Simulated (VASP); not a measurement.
# BaTiO3 (Barioperovskite) (Amm2) in VASP: further runs, part 2 of 2

VASP 6.6.1. Earlier steps stand in the parts before.

## 3. Single point, LDA

This run uses another cell than the first one, of 13.90 Å³/atom, 1.038 times its volume.

Contents of INCAR:

```
ALGO = Normal ; EDIFF = 1E-6
ENCUT = 520 ; ISIF = 2
ISMEAR = -1 ; LASPH = T
LCHARG = F ; LREAL = F
LWAVE = F ; NBANDS = 28
NELM = 80 ; PREC = Accurate
SIGMA = 0.02
```

Contents of KPOINTS:

```
k-points
0
Gamma
  6 6 6
```

Contents of POSCAR:

```
BaTiO3
1.0
    4.0890654813      0.0000000000      0.0000000000
    0.0000000000      2.9106184579      2.9190828388
    0.0000000000     -2.9106184579      2.9190828388
Ba Ti O
1 1 3
Direct
    0.0000000000      0.0000000000      0.0000000000
    0.5000000000      0.5124000000      0.5124000000
    0.0000000000      0.4874000000      0.4874000000
    0.5000000000      0.5052400000      0.9918400000
    0.5000000000      0.9918400000      0.5052400000
```

Potentials or basis: VASP PAW LDA potentials, release 64 (Ba_sv, Ti_sv, O).

Launch:

```sh
$ cat potpaw_LDA.64/Ba_sv/POTCAR potpaw_LDA.64/Ti_sv/POTCAR potpaw_LDA.64/O/POTCAR > POTCAR
$ mpirun -np 1 vasp_std > vasp.out
```

OUTCAR:

```text
EDIFF = 1E-6
   ENCUT = 520
   ISIF = 2
   ISMEAR = -1
   LASPH = T
   LREAL = F
   NELM = 80
   PREC = Accurate

 ion  position               nearest neighbor table
   1  0.000  0.000  0.000-   3 2.85   4 2.89   5 2.89   4 2.89   5 2.89   3 2.91   3 2.91   4 2.92
                             5 2.92   5 2.92   4 2.92   3 2.99   2 3.50   2 3.50   2 3.56   2 3.56
   2  0.500  0.512  0.512-   4 1.98   5 1.98   3 2.05   3 2.05   5 2.15   4 2.15   1 3.50   1 3.50
                             1 3.56   1 3.56   1 3.56   1 3.56   1 3.62   1 3.62
   3  0.000  0.487  0.487-   2 2.05   2 2.05   1 2.85   1 2.91   1 2.91   1 2.99
   4  0.500  0.505  0.992-   2 1.98   2 2.15   1 2.89   1 2.89   1 2.92   1 2.92
[... 950 lines left out ...]
  -------------------------------------------------------------------------------------
  Total       -7.3200476     -7.2482792     -7.4744077      0.0000000      0.0000000      0.0000000
  in kB     -168.7868964   -167.1320474   -172.3461581      0.0000000      0.0000000      0.0000000
  external PRESSURE =    -169.4217006 kB  Pullay stress =       0.0000000 kB

 VOLUME and BASIS-vectors are now :
 -----------------------------------------------------------------------------
  energy-cutoff  :      520.00
  volume of cell :       69.48
      direct lattice vectors                 reciprocal lattice vectors
     4.089065481  0.000000000  0.000000000     0.244554655  0.000000000  0.000000000
     0.000000000  2.910618458  2.919082839     0.000000000  0.171784797  0.171286677
     0.000000000 -2.910618458  2.919082839     0.000000000 -0.171784797  0.171286677

 POSITION                                       TOTAL-FORCE (eV/Angst)
 -----------------------------------------------------------------------------------
      0.00000      0.00000      0.00000         0.000000      0.000000      0.148511
      2.04453      0.00000      2.99148         0.000000      0.000000      0.563020
      0.00000      0.00000      2.84552         0.000000      0.000000      0.254115
      2.04453     -1.41631      4.37010         0.000000      0.287992     -0.482823
      2.04453      1.41631      4.37010         0.000000     -0.287992     -0.482823
 -----------------------------------------------------------------------------------
    total drift:                                0.000000      0.000001     -0.000657

  FREE ENERGIE OF THE ION-ELECTRON SYSTEM (eV)
  ---------------------------------------------------
  free  energy   TOTEN  =       -43.7158474773 eV

  energy  without entropy=      -43.7158474773  energy(sigma->0) =      -43.71584748
```

OSZICAR:

```text
N       E                     dE             d eps       ncg     rms          rms(c)
DAV:   1     0.419415264017E+03    0.41942E+03   -0.20781E+04  2912   0.153E+03
DAV:   2    -0.918964814516E+01   -0.42860E+03   -0.40781E+03  3356   0.418E+02
DAV:   3    -0.526500768287E+02   -0.43460E+02   -0.43069E+02  4136   0.131E+02
DAV:   4    -0.546152119122E+02   -0.19651E+01   -0.19605E+01  4340   0.241E+01
DAV:   5    -0.546866424050E+02   -0.71430E-01   -0.71422E-01  3988   0.329E+00    0.212E+01
DAV:   6    -0.444027727553E+02    0.10284E+02   -0.59836E+01  4244   0.626E+01    0.108E+01
DAV:   7    -0.440947019438E+02    0.30807E+00   -0.13644E+01  3932   0.265E+01    0.635E+00
DAV:   8    -0.438348414911E+02    0.25986E+00   -0.60949E-01  3428   0.622E+00    0.394E+00
DAV:   9    -0.437865649311E+02    0.48277E-01   -0.88247E-01  4132   0.796E+00    0.242E+00
DAV:  10    -0.437218255650E+02    0.64739E-01   -0.28478E-01  3664   0.450E+00    0.595E-01
DAV:  11    -0.437173923564E+02    0.44332E-02   -0.27022E-02  3716   0.108E+00    0.362E-01
DAV:  12    -0.437160328982E+02    0.13595E-02   -0.77744E-03  4076   0.723E-01    0.114E-01
DAV:  13    -0.437160059995E+02    0.26899E-04   -0.31350E-04  3392   0.141E-01    0.938E-02
DAV:  14    -0.437158497637E+02    0.15624E-03   -0.37656E-04  4092   0.150E-01    0.166E-02
DAV:  15    -0.437158513130E+02   -0.15492E-05   -0.18444E-05  3352   0.274E-02    0.135E-02
DAV:  16    -0.437158475005E+02    0.38124E-05   -0.14869E-05  3928   0.348E-02    0.249E-03
DAV:  17    -0.437158474773E+02    0.23201E-07   -0.56525E-07  2148   0.602E-03
   1 F= -.43715847E+02 E0= -.43715847E+02  d E =-.642339E-14
```

It took 3.5 min on 1 thread of AMD EPYC 7R13, shared host; peak memory 0.2 GiB.

What came out:

```
Free energy            : -43.7158 eV
Pressure               : -16.9 GPa
Largest force          : 0.563 eV/Å
Band gap on the k mesh : 1.61 eV, indirect (least direct gap 1.87 eV)
```

Forces on the atoms (eV/Å):
```
Ba   0.000  0.000  0.149
Ti   0.000  0.000  0.563
O    0.000  0.000  0.254
O    0.000  0.288 -0.483
O    0.000 -0.288 -0.483
```

Caveat: spin-orbit coupling is left out, which moves the levels of the heavy elements. A k mesh can miss the band edges.

## 4. Single point, LDA

This run uses another cell than the first one, of 14.41 Å³/atom, 1.077 times its volume.

Contents of INCAR:

```
ALGO = Normal
EDIFF = 1E-6
ENCUT = 520
GGA = CA
ISIF = 2
ISMEAR = -1
LASPH = T
LCHARG = F
LREAL = F
LWAVE = F
NBANDS = 28
NELM = 80
PREC = Accurate
SIGMA = 0.02
```

KPOINTS is that of step 3.

Changes to POSCAR since step 3:

```diff
@@ -2,5 +2,5 @@
 1.0
-    4.0890654813      0.0000000000      0.0000000000
-    0.0000000000      2.9106184579      2.9190828388
-    0.0000000000     -2.9106184579      2.9190828388
+    4.1389370486      0.0000000000      0.0000000000
+    0.0000000000      2.9461173035      2.9546849188
+    0.0000000000     -2.9461173035      2.9546849188
 Ba Ti O
```

Launch:

```sh
$ cat potpaw_LDA.64/Ba_sv/POTCAR potpaw_LDA.64/Ti_sv/POTCAR potpaw_LDA.64/O/POTCAR > POTCAR
$ mpirun -np 1 vasp_std > vasp.out
```

It took 3.6 min on 1 thread of AMD EPYC 7R13, shared host; peak memory 0.2 GiB.

It converged, with:

* Free energy: -43.4161 eV
* Pressure: -20.6 GPa
* Largest force: 0.712 eV/Å
* Band gap on the k mesh: 1.54 eV, indirect (least direct gap 1.82 eV)

Forces in eV/Å, atoms in the order of the input:
```
Ba   0.000  0.000  0.142
Ti   0.000  0.000  0.712
O    0.000  0.000  0.262
O    0.000  0.390 -0.558
O    0.000 -0.390 -0.558
```

Stress tensor (GPa, compression positive):
```
-20.50   0.00   0.00
  0.00 -20.34   0.00
  0.00   0.00 -20.82
```

Levels at points of the mesh, in eV from the valence-band top:
```csv
k point,band 16,band 17,band 18,band 19,band 20,band 21,band 22,band 23,band 24,band 25
"(0.00, 0.00, 0.00)",-0.99,-0.94,-0.41,-0.32,-0.28,1.54,1.60,1.72,3.32,3.35
"(0.50, 0.00, 0.00)",-1.76,-1.65,-1.62,-0.82,-0.76,1.70,2.95,3.02,3.30,4.89
"(0.00, 0.50, 0.00)",-1.78,-1.72,-1.52,-0.80,-0.73,1.74,2.97,2.99,3.34,4.99
"(0.50, 0.50, 0.00)",-2.35,-1.75,-0.93,-0.92,-0.07,2.98,2.99,3.33,3.93,6.52
"(0.00, 0.50, 0.50)",-2.36,-1.68,-0.94,-0.90,-0.12,2.97,3.02,3.32,4.03,6.55
"(0.50, 0.50, 0.50)",-2.41,-2.40,-0.04,-0.01,0.00,3.49,3.52,3.53,5.98,6.06
```

Caveat: spin-orbit coupling is left out, which moves the levels of the heavy elements.

## 5. Summary

```csv
cell,gap on the mesh (eV),pressure (GPa),largest force (eV/Å)
"a = 4.038, b = 4.071, c = 4.071 Å, angles 89.8, 90.0, 90.0°, 5 atoms",1.69,-12.4,0.43
"a = 4.089, b = 4.122, c = 4.122 Å, angles 89.8, 90.0, 90.0°, 5 atoms",1.61,-16.9,0.56
"a = 4.139, b = 4.173, c = 4.173 Å, angles 89.8, 90.0, 90.0°, 5 atoms",1.54,-20.6,0.71
```

Alike in all rows: task single point; level LDA; potentials or basis VASP PAW LDA potentials, release 64 (Ba_sv, Ti_sv, O); no spin polarisation; k mesh 6 × 6 × 6; cutoff (eV) 520; smearing fermi-dirac 0.02 eV.

Caveats: spin-orbit coupling is left out, which moves the levels of the heavy elements.

Absolute energies hang on the potentials; compare differences alone.
